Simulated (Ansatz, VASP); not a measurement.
# One calculation of SnO, two programs

INCAR

```
  PREC = Accurate
  ENCUT = 1340
  EDIFF = 1E-6
  ISMEAR = -1
  SIGMA = 0.05
  LREAL = False
  LASPH = True
  NELM = 120
  ALGO = Normal
  ISIF = 2
  LWAVE = False
  LCHARG = False
  GGA = PE
  NBANDS = 28
  GGA_COMPAT = False
```

The input KPOINTS:

```
Automatic mesh
0
Gamma
  8 5 6
```

File POSCAR:

```
SnO
1.0
    3.3324875095      0.0000000000      0.0000000000
    0.0000000000      5.6360216177      0.0000000000
    0.0000000000      0.0000000000      4.1936337771
Sn O
2 2
Direct
    0.5000000000      0.7680910000      0.0131440000
    0.0000000000      0.2319090000      0.5131440000
    0.5000000000      0.1087500000      0.2368570000
    0.0000000000      0.8912500000      0.7368570000
```

File input.yaml:

```yaml
crystal:
  lattice:
    - [3.3324875095, 0.0, 0.0]
    - [0.0, 5.6360216177, 0.0]
    - [0.0, 0.0, 4.1936337771]
  atoms:
    - { symbol: Sn, position: [0.5, 0.768091, 0.013144] }
    - { symbol: Sn, position: [0.0, 0.231909, 0.513144] }
    - { symbol: O, position: [0.5, 0.10875, 0.236857] }
    - { symbol: O, position: [0.0, 0.89125, 0.736857] }
hamiltonian:
  xc: pbe
  pseudopotentials: { kind: paw }
kpoints:
  mp_grid: { grid: [8, 5, 6] }
scf:
  occupations: { method: fermi_dirac, width: 0.05 }
output:
  forces: true
  stress: true
  eigenvalues: true
```

Alike in both runs: task single point; functional PBE; k mesh 8 × 5 × 6; occupations fermi-dirac, width 0.05 eV; no spin polarisation.

|  | VASP | Ansatz |
| --- | --- | --- |
| version | VASP 6.6.1 | Ansatz 0.2.0 |
| potentials or method | VASP PAW PBE potentials, release 64 (Sn_d, O_h) | Ansatz PAW |
| plane-wave cutoff (eV) | 1340 | 420 |
| valence electrons in the cell | 40 | 40 |

```tsv
	VASP	Ansatz	Ansatz less VASP
gap on the k mesh at the Fermi level (eV)	1.47	1.48	+0.009
least direct gap on the mesh (eV)	2.04	2.05	+0.010
pressure (GPa)	2.1	1.9	-0.16
traceless stress, the component that is largest in VASP (GPa)	-0.28	-0.23	+0.046
rms of the force components (eV/Å)	0.106	0.075	-0.0317
```

Atom by atom the forces differ by 0.032 eV/Å (rms over components).

Noted on Ansatz's run: odd divisions of the mesh miss points on the zone boundary, where band edges often lie, so the gap on the mesh can be too wide.
